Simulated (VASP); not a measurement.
# Ru in VASP: notebook

The runs below take Ru through single point, with PBE.

All numbers are computed with VASP 6.6.1; they aren't measurements. Logs are shortened: lines on timing, memory, paths and dates and some standing lists are left out, and cuts for length are marked.

## (1) The cell of the first run

The cell holds a sheet with vacuum, 2 atoms: a = 2.745 Å, b = 2.745 Å, c = 17.000 Å, α = 90.00°, β = 90.00°, γ = 120.00°.

## (2) Single point, PBE

INCAR reads:

```
SYSTEM = Ru
PREC = Accurate ; ENCUT = 520
EDIFF = 1E-7 ; ISMEAR = 0
SIGMA = 0.1 ; LREAL = .False.
LASPH = .True. ; NELM = 80
ALGO = Normal ; ISIF = 2
LWAVE = .False. ; LCHARG = .False.
LDIPOL = .True. ; IDIPOL = 3
DIPOL = 0.5 0.5 0.500 ; GGA = PE
NBANDS = 21
```

KPOINTS reads:

```
Automatic mesh
0
Gamma
  6 6 1
  0 0 0
```

POSCAR reads:

```
Ru
1.0
    2.7448950000      0.0000000000      0.0000000000
   -1.3724470000      2.3771480000      0.0000000000
    0.0000000000      0.0000000000     17.0000000000
Ru
2
Direct
    0.0000000000      0.0000000000      0.5621097400
    0.0000000000      0.0000000000      0.4378902600
```

Potentials or basis: VASP PAW PBE potentials, release 64 (Ru_pv).

The run is started by

```
$ cat potpaw_PBE.64/Ru_pv/POTCAR > POTCAR
$ mpirun -np 1 vasp_std > vasp.out
```

OUTCAR:

```text
SYSTEM = Ru
   PREC = Accurate
   ENCUT = 520
   EDIFF = 1E-7
   ISMEAR = 0
   LREAL = .False.
   LASPH = .True.
   NELM = 80
   ISIF = 2
   GGA = PE

 ion  position               nearest neighbor table
   1  0.000  0.000  0.562-   2 2.11
   2  0.000  0.000  0.438-   1 2.11

  LATTYP: Found a hexagonal cell.
 ALAT       =     2.7448950000
 C/A-ratio  =     6.1933152270

  Lattice vectors:

 A1 = (   2.7448950000,   0.0000000000,   0.0000000000)
 A2 = (  -1.3724470000,   2.3771480000,   0.0000000000)
 A3 = (   0.0000000000,   0.0000000000,  17.0000000000)

Analysis of symmetry for initial positions (statically):
=====================================================================
 Subroutine PRICEL returns:
 Original cell was already a primitive cell.

 Routine SETGRP: Setting up the symmetry group for a
 hexagonal supercell.

 Subroutine GETGRP returns: Found 24 space group operations
 (whereof 24 operations were pure point group operations)
 out of a pool of 24 trial point group operations.

The static configuration has the point symmetry D_6h.

Analysis of symmetry for dynamics (positions and initial velocities):
=====================================================================
 Subroutine PRICEL returns:
 Original cell was already a primitive cell.

 Routine SETGRP: Setting up the symmetry group for a
 hexagonal supercell.

 Subroutine GETGRP returns: Found 24 space group operations
 (whereof 24 operations were pure point group operations)
 out of a pool of 24 trial point group operations.

The dynamic configuration has the point symmetry D_6h.

 Subroutine INISYM returns: Found 24 space group operations
 (whereof 24 operations are pure point group operations),
 and found     1 'primitive' translations

----------------------------------------------------------------------------------------

                                     Primitive cell

  volume of cell :     110.9254

  direct lattice vectors                    reciprocal lattice vectors
     2.744895000  0.000000000  0.000000000     0.364312660  0.210336007  0.000000000
    -1.372447000  2.377148000  0.000000000     0.000000000  0.420672167  0.000000000
     0.000000000  0.000000000 17.000000000     0.000000000  0.000000000  0.058823529

  length of vectors
     2.744895000  2.744894057 17.000000000     0.420672022  0.420672167  0.058823529

[... 61 lines left out ...]
   NELM   =     80;   NELMIN=  2; NELMDL= -5     # of ELM steps
   EDIFF  = 0.1E-06   stopping-criterion for ELM
   LREAL  =      F    real-space projection
   EDIFFG = 0.1E-05   stopping-criterion for IOM
   NSW    =      0    number of steps for IOM
   IBRION =     -1    ionic relax: 0-MD 1-quasi-New 2-CG
   NFREE  =      0    steps in history (QN), initial steepest desc. (CG)
   ISIF   =      2    stress and relaxation
   ISYM   =      2    0-nonsym 1-usesym 2-fastsym
   POTIM  = 0.5000    time-step for ionic-motion
   TEBEG  =    0.0;   TEEND  =   0.0 temperature during run
   PSTRESS=    0.0 pullay stress
   NELECT =      28.0000    total number of electrons
   NUPDOWN=      -1.0000    fix difference up-down
   EMIN   =  10.00;   EMAX   =-10.00  energy-range for DOS
   EFERMI =   0.00;   METHOD = LEGACY
   ISMEAR =     0;   SIGMA  =   0.10  broadening in eV -4-tet -1-fermi 0-gaus
   EFERMI_NEDOS =   21; number of points for ismear=-14 and -15
   IALGO  =     38    algorithm
   IMIX   =      4    mixing-type and parameters
     AMIX     =   0.40;   BMIX     =  1.00
     AMIX_MAG =   1.60;   BMIX_MAG =  1.00
  volume/ion in A,a.u.               =      55.46       374.28
  Fermi-wavevector in a.u.,A,eV,Ry     =   1.034627  1.955162 14.564403  1.070453
  Thomas-Fermi vector in A             =   2.168931
   LORBIT       =      0    0 simple, 1 ext, 2 COOP (PROOUT), +10 PAW based schemes
   GGA     = PE    functional components
   LHFCALC =     F    Hartree Fock is set to
   AEXX    =    0.0000 exact exchange contribution
   IVDW    =     0    specifies the selected vdW correction
   LEPSILON=     F    determine dielectric tensor
   LRPA    =     F    only Hartree local field effects (RPA)
 non-spin polarized calculation
 Gauss-broadening in eV      SIGMA  =   0.10
  energy-cutoff  :      520.00
  volume of cell :      110.93
 maximum number of plane-waves:      2995
   NGX = 11   NGY = 11   NGZ = 63

 number of electron      27.9999999 magnetization

 dipolmoment           0.000000      0.000000     -0.000000 electrons x Angstroem

 Free energy of the ion-electron system (eV)
  ---------------------------------------------------
  ext. energy  EPLUGINS =         0.00000000
  ---------------------------------------------------
  free energy    TOTEN  =       -16.12266173 eV

  energy without entropy =      -16.08966063  energy(sigma->0) =      -16.10616118

 E-fermi :  -0.3471     XC(G=0):  -4.6911

 val. band max:       -0.3550980941   @ k =   0.3333   0.0000   0.0000
 cond. band min:      -0.3032610276   @ k =   0.1667   0.1667   0.0000
 fundamental gap:      0.0518370666
 Fermi energy:        -0.3470604524

 k-point     1 :       0.0000    0.0000    0.0000
  band No.  band energies     occupation
      1     -44.9679      2.00000
      2     -43.2314      2.00000
      3     -43.2314      2.00000
      4     -42.9732      2.00000
      5     -42.9732      2.00000
      6     -42.8640      2.00000
[... 157 lines left out ...]
     20       8.4593      0.00000
     21       9.6971      0.00000

------------------------ aborting loop because EDIFF is reached ----------------------------------------

 vacuum level on the upper side and lower side of the slab       (xc-potential included)        -0.147        -0.147

  FORCE on cell =-STRESS in cart. coord.  units (eV):
  Direction    XX          YY          ZZ          XY          YZ          ZX
  --------------------------------------------------------------------------------------
  -------------------------------------------------------------------------------------
  Total       -3.4281874     -3.4281851      5.2647241     -0.0000007      0.0000000     -0.0000000
  in kB      -49.5158526    -49.5158193     76.0423134     -0.0000104      0.0000000     -0.0000000
  external PRESSURE =      -7.6631195 kB  Pullay stress =       0.0000000 kB

 VOLUME and BASIS-vectors are now :
 -----------------------------------------------------------------------------
  energy-cutoff  :      520.00
  volume of cell :      110.93
      direct lattice vectors                 reciprocal lattice vectors
     2.744895000  0.000000000  0.000000000     0.364312660  0.210336007  0.000000000
    -1.372447000  2.377148000  0.000000000     0.000000000  0.420672167  0.000000000
     0.000000000  0.000000000 17.000000000     0.000000000  0.000000000  0.058823529

 POSITION                                       TOTAL-FORCE (eV/Angst)
 -----------------------------------------------------------------------------------
      0.00000      0.00000      9.55587        -0.000000     -0.000000      2.503478
      0.00000      0.00000      7.44413         0.000000      0.000000     -2.503478
 -----------------------------------------------------------------------------------
    total drift:                                0.000000     -0.000000      0.000000

  FREE ENERGIE OF THE ION-ELECTRON SYSTEM (eV)
  ---------------------------------------------------
  free  energy   TOTEN  =       -16.1226617252 eV

  energy  without entropy=      -16.0896606335  energy(sigma->0) =      -16.10616118

 vacuum level on the upper side and lower side of the slab         4.401         4.401
```

It took 20 s on 1 thread of Intel Xeon Platinum 8375C at 2.90GHz (Ice Lake), shared host; peak memory 0.2 GiB.

Results:

```
Free energy            : -16.1227 eV
Largest force          : 2.503 eV/Å
Band gap on the k mesh : zero (band 14 reaches 0.82 eV, above the bottom of band 15 at -2.03 eV)
```

Forces on the atoms (eV/Å):
```
Ru   0.000  0.000  2.503
Ru   0.000  0.000 -2.503
```

Caveat: the k points lie up to 0.44 Å⁻¹ apart.

## (3) Single point, PBE

INCAR reads:

```
ALGO = Normal
DIPOL = 0.5 0.5 0.500
EDIFF = 1E-7
ENCUT = 520
GGA = PE
IDIPOL = 3
ISIF = 2
ISMEAR = 0
LASPH = T
LCHARG = F
LDIPOL = T
LREAL = F
LWAVE = F
NBANDS = 21
NELM = 60
PREC = Accurate
SIGMA = 0.1
```

KPOINTS reads:

```
k-points
0
Gamma
  6 6 1
```

POSCAR is that of step 2.

Potentials or basis: VASP PAW PBE potentials, release 64 (Ru_pv).

The run is started by

```
$ cat potpaw_PBE.64/Ru_pv/POTCAR > POTCAR
$ mpirun -np 1 vasp_std > vasp.out
```

It took 21 s on 1 thread of Intel Xeon Platinum 8375C at 2.90GHz (Ice Lake), shared host; peak memory 0.2 GiB.

The run converged. Its results:

```
Free energy            : -16.1227 eV
Largest force          : 2.503 eV/Å
Band gap on the k mesh : zero (band 14 reaches 0.82 eV, above the bottom of band 15 at -2.03 eV)
```

Forces on the atoms (eV/Å):
```
Ru   0.000  0.000  2.503
Ru   0.000  0.000 -2.503
```

Levels at points of the mesh, in eV from the Fermi level:
| k point | band 12 | band 13 | band 14 | band 15 | band 16 | band 17 |
| --- | --- | --- | --- | --- | --- | --- |
| (0.00, 0.00, 0.00) | -2.04 | -2.04 | -1.69 | -1.69 | -0.43 | 0.96 |
| (0.50, 0.00, 0.00) | -1.66 | 0.81 | 1.16 | 1.52 | 1.66 | 1.74 |

Caveat: the k points lie up to 0.44 Å⁻¹ apart.
